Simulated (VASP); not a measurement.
# Mn2CuN2 (C2/m) in VASP: single point with PBE

Aim: the single point of Mn2CuN2 with PBE.

Program: VASP 6.6.1. These are calculated values, not measurements. Logs are shortened: lines on timing, memory, paths and dates and some standing lists are left out, and cuts for length are marked.

**1. The cell of the first run**

The structure is monoclinic, space group C2/m (No. 12). The conventional cell has a = 5.596 Å, b = 3.216 Å, c = 6.371 Å, α = 90.00°, β = 107.16°, γ = 90.00°. Within 2.6 Å of Mn (site symmetry m) lie 4 N at 1.88 to 2.00 Å and 3 Mn at 2.53 Å. Cu (site symmetry 2/m) has 2 N at 1.90 Å within 2.5 Å. Within 2.5 Å of N (site symmetry m) lie 4 Mn at 1.88 to 2.00 Å and 1 Cu at 1.90 Å.

**2. Single point, PBE**

Input file INCAR:

```
ALGO = Normal ; EDIFF = 1E-7
ENCUT = 520 ; GGA = PE
ISIF = 2 ; ISMEAR = 0
LASPH = True ; LCHARG = False
LREAL = False ; LWAVE = False
NBANDS = 32 ; NELM = 100
PREC = Accurate ; SIGMA = 0.1
```

Input file KPOINTS:

```
k-points
0
Gamma
  14 14 6
```

Input file POSCAR:

```
Mn2CuN2
1.0
    2.7980748418     -1.6077516851      0.0000000000
    2.7980748418      1.6077516851      0.0000000000
   -1.8803567843      0.0000000000      6.0876368741
Mn Cu N
2 1 2
Direct
    0.7135595000      0.7135595000      0.1403910000
    0.2864405000      0.2864405000      0.8596090000
    0.5000000000      0.5000000000      0.5000000000
    0.6030625000      0.6030625000      0.8122620000
    0.3969375000      0.3969375000      0.1877380000
```

Potentials or basis: VASP PAW PBE potentials, release 64 (Mn_pv, Cu, N).

Run with:

```console
cat potpaw_PBE.64/Mn_pv/POTCAR potpaw_PBE.64/Cu/POTCAR potpaw_PBE.64/N/POTCAR > POTCAR
mpirun -np 1 vasp_std > vasp.out
```

OUTCAR:

```text
EDIFF = 1E-7
   ENCUT = 520
   GGA = PE
   ISIF = 2
   ISMEAR = 0
   LASPH = True
   LREAL = False
   NELM = 100
   PREC = Accurate

 ion  position               nearest neighbor table
   1  0.714  0.714  0.140-   5 1.88   5 1.88   5 1.88   4 2.00   2 2.53   2 2.53   2 2.53   3 2.87
                             3 2.87   3 2.88
   2  0.286  0.286  0.860-   4 1.88   4 1.88   4 1.88   5 2.00   1 2.53   1 2.53   1 2.53   3 2.87
                             3 2.87   3 2.88
   3  0.500  0.500  0.500-   4 1.90   5 1.90   2 2.87   2 2.87   1 2.87   1 2.87   1 2.88   2 2.88

   4  0.603  0.603  0.812-   2 1.88   2 1.88   2 1.88   3 1.90   1 2.00
   5  0.397  0.397  0.188-   1 1.88   1 1.88   1 1.88   3 1.90   2 2.00

  LATTYP: Found a base centered monoclinic cell.
 ALAT       =     5.5961496836
 B/A-ratio  =     0.5745920949
 C/A-ratio  =     1.1385373826
 COS(beta)  =    -0.2951233991

  Lattice vectors:

 A1 = (   2.7980748418,  -1.6077516851,   0.0000000000)
 A2 = (   2.7980748418,   1.6077516851,   0.0000000000)
 A3 = (  -1.8803567843,   0.0000000000,   6.0876368741)

Analysis of symmetry for initial positions (statically):
=====================================================================
 Subroutine PRICEL returns:
 Original cell was already a primitive cell.

 Routine SETGRP: Setting up the symmetry group for a
 base centered monoclinic supercell.

 Subroutine GETGRP returns: Found  4 space group operations
 (whereof  4 operations were pure point group operations)
 out of a pool of  4 trial point group operations.

The static configuration has the point symmetry C_2h.

Analysis of symmetry for dynamics (positions and initial velocities):
=====================================================================
 Subroutine PRICEL returns:
 Original cell was already a primitive cell.

 Routine SETGRP: Setting up the symmetry group for a
 base centered monoclinic supercell.

 Subroutine GETGRP returns: Found  4 space group operations
 (whereof  4 operations were pure point group operations)
 out of a pool of  4 trial point group operations.

The dynamic configuration has the point symmetry C_2h.

 Subroutine INISYM returns: Found  4 space group operations
 (whereof  4 operations are pure point group operations),
 and found     1 'primitive' translations

----------------------------------------------------------------------------------------

                                     Primitive cell

  volume of cell :      54.7718

  direct lattice vectors                    reciprocal lattice vectors
     2.798074842 -1.607751685  0.000000000     0.178694291 -0.310993299  0.055195313
     2.798074842  1.607751685  0.000000000     0.178694291  0.310993299  0.055195313
    -1.880356784  0.000000000  6.087636874     0.000000000  0.000000000  0.164267354

  length of vectors
     3.227086658  3.227086658  6.371425613     0.362898063  0.362898063  0.164267354

  position of ions in fractional coordinates (direct lattice)
     0.713559500  0.713559500  0.140391000
     0.286440500  0.286440500  0.859609000
     0.500000000  0.500000000  0.500000000
     0.603062500  0.603062500  0.812262000
     0.396937500  0.396937500  0.187738000

  ion indices of the primitive-cell ions
   primitive index   ion index
                 1           1
                 2           2
                 3           3
                 4           4
                 5           5

----------------------------------------------------------------------------------------

 KPOINTS: k-points

Automatic generation of k-mesh.
 Grid dimensions read from file:
 generate k-points for:   14   14    6

 Generating k-lattice:

  Cartesian coordinates                     Fractional coordinates (reciprocal lattice)
     0.012763878 -0.022213807  0.003942522     0.071428571  0.000000000 -0.000000000
     0.012763878  0.022213807  0.003942522     0.000000000  0.071428571 -0.000000000
     0.000000000  0.000000000  0.027377892     0.000000000  0.000000000  0.166666667

  Length of vectors
     0.025921290  0.025921290  0.027377892

  Shift w.r.t. Gamma in fractional coordinates (k-lattice)
     0.000000000  0.000000000  0.000000000

 Subroutine IBZKPT returns following result:
 ===========================================

 Found    324 irreducible k-points:

 Following reciprocal coordinates:
            Coordinates               Weight
  0.000000  0.000000  0.000000      1.000000
  0.071429 -0.000000 -0.000000      4.000000
  0.142857  0.000000 -0.000000      4.000000
  0.214286  0.000000  0.000000      4.000000
  0.285714 -0.000000 -0.000000      4.000000
  0.357143  0.000000 -0.000000      4.000000
[... 16 lines left out ...]
  0.214286  0.142857 -0.000000      4.000000
  0.285714  0.142857  0.000000      4.000000
 [... further k-points ...]
   k-points           NKPTS =    324   k-points in BZ     NKDIM =    324   number of bands    NBANDS=     32
   number of dos      NEDOS =    301   number of ions     NIONS =      5
   total plane-waves  NPLWV =  27648
   dimension x,y,z NGX =    24 NGY =   24 NGZ =   48
   dimension x,y,z NGXF=    48 NGYF=   48 NGZF=   96
   ions per type =               2   1   2
   NGX,Y,Z   is equivalent  to a cutoff of  12.36, 12.36, 12.52 a.u.
   NGXF,Y,Z  is equivalent  to a cutoff of  24.73, 24.73, 25.05 a.u.
 SYSTEM =  unknown system
   PREC   = accura    normal or accurate (medium, high low for compatibility)
   ISTART =      0    job   : 0-new  1-cont  2-samecut
   ICHARG =      2    charge: 1-file 2-atom 10-const
   ISPIN  =      1    spin polarized calculation?
   LNONCOLLINEAR =      F non collinear calculations
   LSORBIT =      F    spin-orbit coupling
   LASPH  =      T    aspherical Exc in radial PAW
   ENCUT  =  520.0 eV  38.22 Ry    6.18 a.u.   6.00  6.00 11.85*2*pi/ulx,y,z
   NELM   =    100;   NELMIN=  2; NELMDL= -5     # of ELM steps
   EDIFF  = 0.1E-06   stopping-criterion for ELM
   LREAL  =      F    real-space projection
   EDIFFG = 0.1E-05   stopping-criterion for IOM
   NSW    =      0    number of steps for IOM
   IBRION =     -1    ionic relax: 0-MD 1-quasi-New 2-CG
   NFREE  =      0    steps in history (QN), initial steepest desc. (CG)
   ISIF   =      2    stress and relaxation
   ISYM   =      2    0-nonsym 1-usesym 2-fastsym
   POTIM  = 0.5000    time-step for ionic-motion
   TEBEG  =    0.0;   TEEND  =   0.0 temperature during run
   PSTRESS=    0.0 pullay stress
   NELECT =      47.0000    total number of electrons
   NUPDOWN=      -1.0000    fix difference up-down
   EMIN   =  10.00;   EMAX   =-10.00  energy-range for DOS
   EFERMI =   0.00;   METHOD = LEGACY
   ISMEAR =     0;   SIGMA  =   0.10  broadening in eV -4-tet -1-fermi 0-gaus
   EFERMI_NEDOS =   21; number of points for ismear=-14 and -15
   IALGO  =     38    algorithm
   IMIX   =      4    mixing-type and parameters
     AMIX     =   0.40;   BMIX     =  1.00
     AMIX_MAG =   1.60;   BMIX_MAG =  1.00
  volume/ion in A,a.u.               =      10.95        73.92
  Fermi-wavevector in a.u.,A,eV,Ry     =   1.555685  2.939819 32.928235  2.420157
  Thomas-Fermi vector in A             =   2.659591
   LORBIT       =      0    0 simple, 1 ext, 2 COOP (PROOUT), +10 PAW based schemes
   GGA     = PE    functional components
   LHFCALC =     F    Hartree Fock is set to
   AEXX    =    0.0000 exact exchange contribution
   IVDW    =     0    specifies the selected vdW correction
   LEPSILON=     F    determine dielectric tensor
   LRPA    =     F    only Hartree local field effects (RPA)
 non-spin polarized calculation
 Gauss-broadening in eV      SIGMA  =   0.10
  energy-cutoff  :      520.00
  volume of cell :       54.77
 maximum number of plane-waves:      1494
   NGX = 13   NGY = 13   NGZ = 23

 number of electron      46.9999985 magnetization

 Free energy of the ion-electron system (eV)
  ---------------------------------------------------
  ext. energy  EPLUGINS =         0.00000000
  ---------------------------------------------------
  free energy    TOTEN  =       -38.46763333 eV

  energy without entropy =      -38.41190850  energy(sigma->0) =      -38.43977092

 E-fermi :   7.4906     XC(G=0): -12.0938

 val. band max:        7.4905486884   @ k =  -0.2857   0.0714   0.3333
 cond. band min:       7.4907612905   @ k =  -0.2857   0.2857   0.3333
 fundamental gap:      0.0002126021
 Fermi energy:         7.4906095057

 k-point     1 :       0.0000    0.0000    0.0000
  band No.  band energies     occupation
      1     -41.1847      2.00000
      2     -41.1809      2.00000
      3     -41.0792      2.00000
      4     -41.0762      2.00000
      5     -40.9927      2.00000
      6     -40.7838      2.00000
[... 24 lines left out ...]
     31      13.1027      0.00000
     32      13.5506      0.00000

 k-point     2 :       0.0714   -0.0000   -0.0000
  band No.  band energies     occupation
      1     -41.1870      2.00000
      2     -41.1838      2.00000
      3     -41.0863      2.00000
      4     -41.0779      2.00000
      5     -40.9845      2.00000
      6     -40.7844      2.00000
[... 24 lines left out ...]
     31      13.1920      0.00000
     32      13.6356      0.00000

 k-point     3 :       0.1429    0.0000   -0.0000
  band No.  band energies     occupation
      1     -41.1954      2.00000
      2     -41.1897      2.00000
      3     -41.1069      2.00000
      4     -41.0773      2.00000
      5     -40.9660      2.00000
      6     -40.7864      2.00000
[... 24 lines left out ...]
     31      13.2815      0.00000
     32      14.0265      0.00000

 k-point     4 :       0.2143    0.0000    0.0000
  band No.  band energies     occupation
      1     -41.2089      2.00000
      2     -41.1965      2.00000
      3     -41.1310      2.00000
      4     -41.0764      2.00000
      5     -40.9442      2.00000
      6     -40.7903      2.00000
[... 654 lines left out ...]
     31      13.1856      0.00000
     32      14.0854      0.00000

 k-point    23 :       0.2143    0.1429   -0.0000
  band No.  band energies     occupation
      1     -41.2043      2.00000
      2     -41.1928      2.00000
      3     -41.1243      2.00000
      4     -41.0752      2.00000
      5     -40.9517      2.00000
      6     -40.7888      2.00000
[... 24 lines left out ...]
     31      13.2734      0.00000
     32      14.4536      0.00000

 k-point    24 :       0.2857    0.1429    0.0000
  band No.  band energies     occupation
      1     -41.2125      2.00000
      2     -41.2031      2.00000
      3     -41.1423      2.00000
      4     -41.0761      2.00000
      5     -40.9331      2.00000
      6     -40.7931      2.00000
[... 24 lines left out ...]
     31      13.4738      0.00000
     32      15.0574      0.00000

 [... further k-points ...]

------------------------ aborting loop because EDIFF is reached ----------------------------------------

  FORCE on cell =-STRESS in cart. coord.  units (eV):
  Direction    XX          YY          ZZ          XY          YZ          ZX
  --------------------------------------------------------------------------------------
  -------------------------------------------------------------------------------------
  Total       -2.2792672     -2.3042799     -0.3744999      0.0000000      0.0000000      0.0025240
  in kB      -66.6728153    -67.4044818    -10.9548191      0.0000000      0.0000000      0.0738320
  external PRESSURE =     -48.3440388 kB  Pullay stress =       0.0000000 kB

 VOLUME and BASIS-vectors are now :
 -----------------------------------------------------------------------------
  energy-cutoff  :      520.00
  volume of cell :       54.77
      direct lattice vectors                 reciprocal lattice vectors
     2.798074842 -1.607751685  0.000000000     0.178694291 -0.310993299  0.055195313
     2.798074842  1.607751685  0.000000000     0.178694291  0.310993299  0.055195313
    -1.880356784  0.000000000  6.087636874     0.000000000  0.000000000  0.164267354

 POSITION                                       TOTAL-FORCE (eV/Angst)
 -----------------------------------------------------------------------------------
      3.72920      0.00000      0.85465         0.027619     -0.000000     -0.492468
     -0.01341      0.00000      5.23299        -0.027619     -0.000000      0.492468
      1.85790      0.00000      3.04382        -0.000000      0.000000     -0.000000
      1.84749      0.00000      4.94476         0.012767     -0.000000     -0.217782
      1.86831      0.00000      1.14288        -0.012767     -0.000000      0.217782
 -----------------------------------------------------------------------------------
    total drift:                                0.000000      0.000000      0.000000

  FREE ENERGIE OF THE ION-ELECTRON SYSTEM (eV)
  ---------------------------------------------------
  free  energy   TOTEN  =       -38.4676333315 eV

  energy  without entropy=      -38.4119085007  energy(sigma->0) =      -38.43977092
```

It took 6.9 min on 1 thread of Intel Xeon Platinum 8259CL at 2.50GHz (Skylake/Cascade Lake), shared host; peak memory 0.58 GiB.

What came out:

```yaml
Free_energy: -38.4676 eV
Pressure: -4.8 GPa
Largest_force: 0.493 eV/Å
Band_gap_on_the_k_mesh: zero (an odd number of electrons rules out a gap without spin polarisation)
```

Forces on the atoms (eV/Å):
```
Mn   0.028  0.000 -0.492
Mn  -0.028  0.000  0.492
Cu   0.000  0.000  0.000
N    0.013  0.000 -0.218
N   -0.013  0.000  0.218
```

Caveat: the cell stands under tension; the run has no spin polarisation, though such a crystal can be magnetic. With open d or f shells a metallic result of PBE can be an artefact of self-interaction; +U or a hybrid may open a gap.
